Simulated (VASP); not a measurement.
# Zn (P6/mmm) in VASP: notebook

Runs on Zn. Level: PBE. Tasks: single point, relaxation of cell and atoms.

All numbers are computed with VASP 6.6.1; they aren't measurements. Logs are shortened: lines on timing, memory, paths and dates and some standing lists are left out, and cuts for length are marked.

**1. The cell of the first run**

It takes space group P6/mmm (No. 191, hexagonal). The conventional cell has a = 4.657 Å, b = 4.657 Å, c = 2.790 Å, α = 90.00°, β = 90.00°, γ = 120.00°. Within 3.7 Å of Zn (site symmetry 6/mmm) lie 14 Zn at 2.79 to 3.03 Å. Zn (site symmetry -6m2) has 11 Zn at 2.69 to 3.03 Å within 3.5 Å.

This isn't the form of Zn at room conditions, which is hcp.

**2. Single point, PBE (17.46 Å³/atom)**

File INCAR:

```
ALGO = Normal
EDIFF = 1E-6
ENCUT = 520
GGA = PE
ISIF = 2
ISMEAR = -1
LASPH = True
LCHARG = True
LELF = True
LREAL = False
LVHAR = True
LWAVE = False
NBANDS = 25
NELM = 100
PREC = Accurate
SIGMA = 0.1
```

File KPOINTS:

```
k-points
0
Gamma
  11 11 15
```

File POSCAR:

```
Zn
1.0
    4.6565086307      0.0000000000      0.0000000000
   -2.3282543154      4.0326547671      0.0000000000
    0.0000000000      0.0000000000      2.7898984100
Zn
3
Direct
    0.0000000000      1.0000000000      0.0000000000
    0.3333333333      0.6666666667      0.5000000000
    0.6666666667      0.3333333333      0.5000000000
```

Potentials or basis: VASP PAW PBE potentials, release 64 (Zn).

The run is started by

```console
> cat potpaw_PBE.64/Zn/POTCAR > POTCAR
> mpirun -np 1 vasp_std > vasp.out
```

OUTCAR:

```text
EDIFF = 1E-6
   ENCUT = 520
   GGA = PE
   ISIF = 2
   ISMEAR = -1
   LASPH = True
   LREAL = False
   NELM = 100
   PREC = Accurate

 ion  position               nearest neighbor table
   1  0.000  0.000  0.000-   2 3.03   3 3.03   2 3.03   3 3.03   3 3.03   3 3.03   2 3.03   2 3.03
                             3 3.03   3 3.03   2 3.03   2 3.03
   2  0.333  0.667  0.500-   3 2.69   3 2.69   3 2.69   1 3.03   1 3.03   1 3.03   1 3.03   1 3.03
                             1 3.03
   3  0.667  0.333  0.500-   2 2.69   2 2.69   2 2.69   1 3.03   1 3.03   1 3.03   1 3.03   1 3.03
                             1 3.03

  LATTYP: Found a hexagonal cell.
 ALAT       =     4.6565086307
 C/A-ratio  =     0.5991395338

  Lattice vectors:

 A1 = (   4.6565086307,   0.0000000000,   0.0000000000)
 A2 = (  -2.3282543154,   4.0326547671,   0.0000000000)
 A3 = (   0.0000000000,   0.0000000000,   2.7898984100)

Analysis of symmetry for initial positions (statically):
=====================================================================
 Subroutine PRICEL returns:
 Original cell was already a primitive cell.

 Routine SETGRP: Setting up the symmetry group for a
 hexagonal supercell.

 Subroutine GETGRP returns: Found 24 space group operations
 (whereof 24 operations were pure point group operations)
 out of a pool of 24 trial point group operations.

The static configuration has the point symmetry D_6h.

Analysis of symmetry for dynamics (positions and initial velocities):
=====================================================================
 Subroutine PRICEL returns:
 Original cell was already a primitive cell.

 Routine SETGRP: Setting up the symmetry group for a
 hexagonal supercell.

 Subroutine GETGRP returns: Found 24 space group operations
 (whereof 24 operations were pure point group operations)
 out of a pool of 24 trial point group operations.

The dynamic configuration has the point symmetry D_6h.

 Subroutine INISYM returns: Found 24 space group operations
 (whereof 24 operations are pure point group operations),
 and found     1 'primitive' translations

----------------------------------------------------------------------------------------

                                     Primitive cell

  volume of cell :      52.3890

  direct lattice vectors                    reciprocal lattice vectors
     4.656508631  0.000000000  0.000000000     0.214753172  0.123987802  0.000000000
    -2.328254315  4.032654767  0.000000000     0.000000000  0.247975604  0.000000000
     0.000000000  0.000000000  2.789898410     0.000000000  0.000000000  0.358435991

  length of vectors
     4.656508631  4.656508631  2.789898410     0.247975604  0.247975604  0.358435991

  position of ions in fractional coordinates (direct lattice)
     0.000000000  0.000000000  0.000000000
     0.333333333  0.666666667  0.500000000
     0.666666667  0.333333333  0.500000000

  ion indices of the primitive-cell ions
   primitive index   ion index
                 1           1
                 2           2
                 3           3

----------------------------------------------------------------------------------------

 KPOINTS: k-points

Automatic generation of k-mesh.
 Grid dimensions read from file:
 generate k-points for:   11   11   15

 Generating k-lattice:

  Cartesian coordinates                     Fractional coordinates (reciprocal lattice)
     0.019523016  0.011271618  0.000000000     0.090909091 -0.000000000  0.000000000
     0.000000000  0.022543237  0.000000000     0.000000000  0.090909091  0.000000000
     0.000000000  0.000000000  0.023895733     0.000000000  0.000000000  0.066666667

  Length of vectors
     0.022543237  0.022543237  0.023895733

  Shift w.r.t. Gamma in fractional coordinates (k-lattice)
     0.000000000  0.000000000  0.000000000

 Subroutine IBZKPT returns following result:
 ===========================================

 Found    128 irreducible k-points:

 Following reciprocal coordinates:
            Coordinates               Weight
  0.000000  0.000000  0.000000      1.000000
  0.090909  0.000000  0.000000      6.000000
  0.181818 -0.000000  0.000000      6.000000
  0.272727 -0.000000  0.000000      6.000000
  0.363636 -0.000000  0.000000      6.000000
  0.454545 -0.000000  0.000000      6.000000
[... 16 lines left out ...]
  0.090909  0.090909  0.066667     12.000000
  0.181818  0.090909  0.066667     24.000000
 [... further k-points ...]
   k-points           NKPTS =    128   k-points in BZ     NKDIM =    128   number of bands    NBANDS=     25
   number of dos      NEDOS =    301   number of ions     NIONS =      3
   total plane-waves  NPLWV =  31104
   dimension x,y,z NGX =    36 NGY =   36 NGZ =   24
   dimension x,y,z NGXF=    72 NGYF=   72 NGZF=   48
   ions per type =               3
   NGX,Y,Z   is equivalent  to a cutoff of  12.85, 12.85, 14.30 a.u.
   NGXF,Y,Z  is equivalent  to a cutoff of  25.71, 25.71, 28.60 a.u.
 SYSTEM =  unknown system
   PREC   = accura    normal or accurate (medium, high low for compatibility)
   ISTART =      0    job   : 0-new  1-cont  2-samecut
   ICHARG =      2    charge: 1-file 2-atom 10-const
   ISPIN  =      1    spin polarized calculation?
   LNONCOLLINEAR =      F non collinear calculations
   LSORBIT =      F    spin-orbit coupling
   LASPH  =      T    aspherical Exc in radial PAW
   ENCUT  =  520.0 eV  38.22 Ry    6.18 a.u.   8.66  8.66  5.19*2*pi/ulx,y,z
   NELM   =    100;   NELMIN=  2; NELMDL= -5     # of ELM steps
   EDIFF  = 0.1E-05   stopping-criterion for ELM
   LREAL  =      F    real-space projection
   EDIFFG = 0.1E-04   stopping-criterion for IOM
   NSW    =      0    number of steps for IOM
   IBRION =     -1    ionic relax: 0-MD 1-quasi-New 2-CG
   NFREE  =      0    steps in history (QN), initial steepest desc. (CG)
   ISIF   =      2    stress and relaxation
   ISYM   =      2    0-nonsym 1-usesym 2-fastsym
   POTIM  = 0.5000    time-step for ionic-motion
   TEBEG  =    0.0;   TEEND  =   0.0 temperature during run
   PSTRESS=    0.0 pullay stress
   NELECT =      36.0000    total number of electrons
   NUPDOWN=      -1.0000    fix difference up-down
   EMIN   =  10.00;   EMAX   =-10.00  energy-range for DOS
   EFERMI =   0.00;   METHOD = LEGACY
   ISMEAR =    -1;   SIGMA  =   0.10  broadening in eV -4-tet -1-fermi 0-gaus
   EFERMI_NEDOS =   21; number of points for ismear=-14 and -15
   IALGO  =     38    algorithm
   IMIX   =      4    mixing-type and parameters
     AMIX     =   0.40;   BMIX     =  1.00
     AMIX_MAG =   1.60;   BMIX_MAG =  1.00
  volume/ion in A,a.u.               =      17.46       117.85
  Fermi-wavevector in a.u.,A,eV,Ry     =   1.444649  2.729991 28.395510  2.087011
  Thomas-Fermi vector in A             =   2.562920
   LORBIT       =      0    0 simple, 1 ext, 2 COOP (PROOUT), +10 PAW based schemes
   GGA     = PE    functional components
   LHFCALC =     F    Hartree Fock is set to
   AEXX    =    0.0000 exact exchange contribution
   IVDW    =     0    specifies the selected vdW correction
   LEPSILON=     F    determine dielectric tensor
   LRPA    =     F    only Hartree local field effects (RPA)
 non-spin polarized calculation
  energy-cutoff  :      520.00
  volume of cell :       52.39
 maximum number of plane-waves:      1438
 NGX is ok and might be reduce to    36
   NGX = 17   NGY = 17   NGZ = 11

 number of electron      35.9999997 magnetization

 Free energy of the ion-electron system (eV)
  ---------------------------------------------------
  ext. energy  EPLUGINS =         0.00000000
  ---------------------------------------------------
  free energy    TOTEN  =        -2.95759833 eV

  energy without entropy =       -2.92112509  energy(sigma->0) =       -2.93936171

 E-fermi :   2.2132     XC(G=0): -10.8523

 val. band max:        2.1972672133   @ k =   0.0909   0.0000   0.0667
 cond. band min:       2.2194308640   @ k =   0.2727   0.0909   0.0000
 fundamental gap:      0.0221636507
 Fermi energy:         2.2132035416

 k-point     1 :       0.0000    0.0000    0.0000
  band No.  band energies     occupation
      1      -7.1475      2.00000
      2      -5.6567      2.00000
      3      -5.3032      2.00000
      4      -5.2510      2.00000
      5      -5.2002      2.00000
      6      -5.2002      2.00000
[... 17 lines left out ...]
     24      15.2197      0.00000
     25      19.1298      0.00000

 k-point     2 :       0.0909    0.0000    0.0000
  band No.  band energies     occupation
      1      -7.0688      2.00000
      2      -5.6486      2.00000
      3      -5.3160      2.00000
      4      -5.2899      2.00000
      5      -5.2533      2.00000
      6      -5.2411      2.00000
[... 17 lines left out ...]
     24      15.2672      0.00000
     25      18.1478      0.00000

 k-point     3 :       0.1818   -0.0000    0.0000
  band No.  band energies     occupation
      1      -6.8361      2.00000
      2      -5.6266      2.00000
      3      -5.4078      2.00000
      4      -5.3349      2.00000
      5      -5.3078      2.00000
      6      -5.2574      2.00000
[... 17 lines left out ...]
     24      15.3793      0.00000
     25      16.3212      0.00000

 k-point     4 :       0.2727   -0.0000    0.0000
  band No.  band energies     occupation
      1      -6.4637      2.00000
      2      -5.6044      2.00000
      3      -5.5049      2.00000
      4      -5.3655      2.00000
      5      -5.3402      2.00000
      6      -5.2766      2.00000
[... 17 lines left out ...]
     24      14.2221      0.00000
     25      14.8050      0.00000
[... 477 lines left out ...]
 k-point    22 :       0.4545   -0.0000    0.0667
  band No.  band energies     occupation
      1      -5.6793      2.00000
      2      -5.5427      2.00000
      3      -5.4550      2.00000
      4      -5.3936      2.00000
      5      -5.3588      2.00000
      6      -5.2951      2.00000
[... 17 lines left out ...]
     24      12.1732      0.00000
     25      12.6832      0.00000

 k-point    23 :       0.0909    0.0909    0.0667
  band No.  band energies     occupation
      1      -6.8270      2.00000
      2      -5.6050      2.00000
      3      -5.3575      2.00000
      4      -5.3362      2.00000
      5      -5.2908      2.00000
      6      -5.2285      2.00000
[... 17 lines left out ...]
     24      16.4017      0.00000
     25      16.8566      0.00000

 k-point    24 :       0.1818    0.0909    0.0667
  band No.  band energies     occupation
      1      -6.5267      2.00000
      2      -5.5790      2.00000
      3      -5.4550      2.00000
      4      -5.3814      2.00000
      5      -5.3166      2.00000
      6      -5.2414      2.00000
[... 17 lines left out ...]
     24      14.4469      0.00000
     25      16.0647      0.00000

 [... further k-points ...]
[... 5 lines left out ...]
  --------------------------------------------------------------------------------------
  -------------------------------------------------------------------------------------
  Total       -1.5979068     -1.5979068     -1.7442920      0.0000000     -0.0000000      0.0000000
  in kB      -48.8677309    -48.8677309    -53.3445335      0.0000000     -0.0000000      0.0000000
  external PRESSURE =     -50.3599984 kB  Pullay stress =       0.0000000 kB

 VOLUME and BASIS-vectors are now :
 -----------------------------------------------------------------------------
  energy-cutoff  :      520.00
  volume of cell :       52.39
      direct lattice vectors                 reciprocal lattice vectors
     4.656508631  0.000000000  0.000000000     0.214753172  0.123987802  0.000000000
    -2.328254315  4.032654767  0.000000000     0.000000000  0.247975604  0.000000000
     0.000000000  0.000000000  2.789898410     0.000000000  0.000000000  0.358435991

 POSITION                                       TOTAL-FORCE (eV/Angst)
 -----------------------------------------------------------------------------------
      0.00000      0.00000      0.00000        -0.000000      0.000000     -0.000000
     -0.00000      2.68844      1.39495         0.000000      0.000000     -0.000000
      2.32825      1.34422      1.39495        -0.000000     -0.000000      0.000000
 -----------------------------------------------------------------------------------
    total drift:                                0.000000      0.000000     -0.000000

  FREE ENERGIE OF THE ION-ELECTRON SYSTEM (eV)
  ---------------------------------------------------
  free  energy   TOTEN  =        -2.9575983287 eV

  energy  without entropy=       -2.9211250917  energy(sigma->0) =       -2.93936171
```

It took 89 s on 1 thread of Intel Xeon Platinum 8259CL at 2.50GHz (Skylake/Cascade Lake), shared host; peak memory 0.26 GiB.

What came out:

```
Free energy            : -2.9576 eV
Pressure               : -5.0 GPa
Band gap on the k mesh : zero (bands 18 and 19 overlap by 5.14 eV)
```

Stress tensor (GPa, compression positive):
```
-4.89  0.00  0.00
 0.00 -4.89  0.00
 0.00  0.00 -5.33
```

Levels at points of the mesh, in eV from the Fermi level:
```csv
k point,band 15,band 16,band 17,band 18,band 19,band 20,band 21,band 22
"(0.00, 0.00, 0.00)",-6.83,-6.83,0.39,0.56,0.77,0.77,0.83,0.83
```

Caveat: the cell stands under tension.

**3. Relaxation of cell and atoms, PBE**

This run uses another cell than the first one, of 15.21 Å³/atom.

File INCAR:

```
SYSTEM = Zn
ALGO = Normal ; EDIFF = 1E-6
EDIFFG = -0.01 ; ENCUT = 600
GGA = PE ; IBRION = 2
ISIF = 3 ; ISMEAR = -1
LASPH = .True. ; LCHARG = .False.
LREAL = .False. ; LWAVE = .False.
NELM = 60 ; NSW = 80
PREC = Accurate ; SIGMA = 0.1
```

File KPOINTS:

```
k-points
0
Gamma
  8 8 12
  0 0 0
```

File POSCAR:

```
Zn
1.0
    4.4132478742      0.0000000000      0.0000000000
   -2.2066239371      3.8219847722      0.0000000000
    0.0000000000      0.0000000000      2.7053209469
Zn
3
Direct
    0.0000000000      0.0000000000      0.0000000000
    0.3333333333      0.6666666667      0.5000000000
    0.6666666667      0.3333333333      0.5000000000
```

Potentials or basis: VASP PAW PBE potentials, release 64 (Zn).

The run is started by

```console
> cat potpaw_PBE.64/Zn/POTCAR > POTCAR
> mpirun -np 1 vasp_std > vasp.out
```

It took 5.6 min on 1 thread of Intel Xeon Platinum 8259CL at 2.50GHz (Skylake/Cascade Lake), shared host; peak memory 0.22 GiB.

It converged, with:

* Free energy: -3.0611 eV
* Relaxed volume: 15.64 Å³/atom
* Relaxed cell: a = 4.496 Å, b = 4.496 Å, c = 2.681 Å, α = 90.00°, β = 90.00°, γ = 120.00°
* Space group after relaxing (to 0.1 Å): P6/mmm (No. 191)
* Energy gained by relaxing: 2.7 meV/atom
* Ionic steps: 13
* Pressure after relaxing: 0.0 GPa
* Band gap on the k mesh: zero (bands 18 and 19 overlap by 5.35 eV)

Step by step:
| step | energy change (eV) | largest force (eV/Å) | pressure (GPa) | volume (Å³) |
| --- | --- | --- | --- | --- |
| 1 | 0.0000 | 0.0000 | 1.68 | 45.63 |
| 2 | -0.0072 | 0.0000 | 0.37 | 46.69 |
| 3 | -0.0074 | 0.0000 | -0.06 | 46.95 |
| 4 | -0.0074 | 0.0000 | -0.01 | 46.92 |
| 5 | -0.0074 | 0.0000 | 0.02 | 46.89 |
| 6 | -0.0074 | 0.0000 | 0.03 | 46.89 |
| 7 | -0.0076 | 0.0000 | 0.07 | 46.88 |
| 8 | -0.0078 | 0.0000 | 0.09 | 46.87 |
| 9 | -0.0079 | 0.0000 | 0.16 | 46.84 |
| 10 | -0.0079 | 0.0000 | -0.07 | 46.95 |
| 11 | -0.0079 | 0.0000 | 0.08 | 46.90 |
| 12 | -0.0079 | 0.0000 | 0.06 | 46.91 |
| 13 | -0.0080 | 0.0000 | 0.04 | 46.93 |

Final structure:
```cif
data_structure
_symmetry_space_group_name_H-M 'P 1'
_symmetry_Int_Tables_number 1
_cell_length_a 4.4960
_cell_length_b 4.4960
_cell_length_c 2.6809
_cell_angle_alpha 90.000
_cell_angle_beta 90.000
_cell_angle_gamma 120.000
_cell_volume 46.93
loop_
_atom_site_label
_atom_site_type_symbol
_atom_site_fract_x
_atom_site_fract_y
_atom_site_fract_z
_atom_site_occupancy
Zn1 Zn 0.00000 0.00000 0.00000 1
Zn2 Zn 0.33333 0.66667 0.50000 1
Zn3 Zn 0.66667 0.33333 0.50000 1
```

Levels at points of the mesh, in eV from the Fermi level:
```
           k point  band 16  band 17  band 18  band 19  band 20  band 21
(0.00, 0.00, 0.00)    -7.05     0.59     0.59     0.63     0.64     0.64
(0.50, 0.00, 0.00)    -6.86    -6.68    -2.72    -1.22     7.92     8.00
(0.00, 0.00, 0.50)    -4.18    -4.14     4.13     4.26     4.26     4.72
(0.50, 0.00, 0.50)    -2.56    -1.95    -1.39    -0.92     2.63     2.97
```

The gap in the log of VASP goes by the Fermi energy; the results here count the filled bands.